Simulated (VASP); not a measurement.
Input of a VASP 6.6.1 run:

The input INCAR:

```
PREC = Accurate ; ENCUT = 600
EDIFF = 1E-8 ; ISMEAR = 0
SIGMA = 0.01 ; LREAL = False
LASPH = True ; NELM = 60
ALGO = Normal ; ISIF = 3
LWAVE = False ; LCHARG = False
IBRION = 6 ; NFREE = 2
POTIM = 0.015 ; NSW = 1
```

Contents of KPOINTS:

```
regular mesh
0
Gamma
  8 8 8
```

File POSCAR:

```
NaH
1.0
    0.0000000000      2.3455367973      2.3455367973
    2.3455367973      0.0000000000      2.3455367973
    2.3455367973      2.3455367973      0.0000000000
Na H
1 1
Direct
    0.0000000000      0.0000000000      0.0000000000
    0.5000000000      0.5000000000      0.5000000000
```

Potentials or basis: VASP PAW LDA potentials, release 64 (Na_pv, H).

Launch:

```sh
$ cat potpaw_LDA.64/Na_pv/POTCAR potpaw_LDA.64/H/POTCAR > POTCAR
$ mpirun -np 1 vasp_std > vasp.out
```

(1) What does it give for the elastic constants C11, C12, C44?

(2) Predict the Voigt bulk modulus.

(3) What does it give for the highest phonon frequency at Γ?

Results:

(1) 55, 13, 24 GPa.

(2) 27 GPa.

(3) 565 cm⁻¹.
